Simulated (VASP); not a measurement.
## AgCl: single point with PBEsol

Crystal: AgCl.

```
CELL_PARAMETERS angstrom
2.57409 2.57409 0.00000
-2.57409 2.57409 0.00000
0.00000 2.57409 2.57409
ATOMIC_POSITIONS crystal
Ag 0.00000 0.00000 0.00000
Cl 0.50000 0.50000 0.00000
```

```yaml
Program: VASP 6.6.1
Task: single point
Functional: PBEsol
Potentials_or_basis: VASP PAW PBE potentials, release 64 (Ag, Cl)
Cutoff: 520 eV
k_mesh: 8 × 8 × 8
Occupations: gaussian, width 0.01 eV
Spin: no spin polarisation
Dipole_correction: no
Further_INCAR_settings: ALGO = Normal; EDIFF = 1e-06; NBANDS = 16
```

* Pressure: 14.9 GPa
* Band gap on the k mesh: 0.80 eV (least direct gap 3.31 eV)

Levels at points of the mesh, in eV from the valence-band top:
| k point | band 6 | band 7 | band 8 | band 9 | band 10 | band 11 | band 12 | band 13 |
| --- | --- | --- | --- | --- | --- | --- | --- | --- |
| (0.00, 0.00, 0.00) | -3.58 | -3.34 | -3.34 | -3.34 | 0.80 | 10.64 | 10.64 | 10.64 |
| (0.50, 0.00, 0.00) | -3.00 | -2.53 | 0.00 | 0.00 | 3.31 | 6.99 | 6.99 | 7.83 |
| (0.50, 0.50, 0.00) | -3.26 | -2.80 | -2.80 | -2.48 | 1.78 | 7.54 | 9.25 | 12.57 |

It took 19 s on 1 thread of Intel Xeon 8259CL, with other jobs on the host, peak memory 0.16 GiB.

Caveat: the cell stands under pressure; the PAW data sets were made with another functional, which shifts forces and pressure a little. A k mesh can miss the band edges.
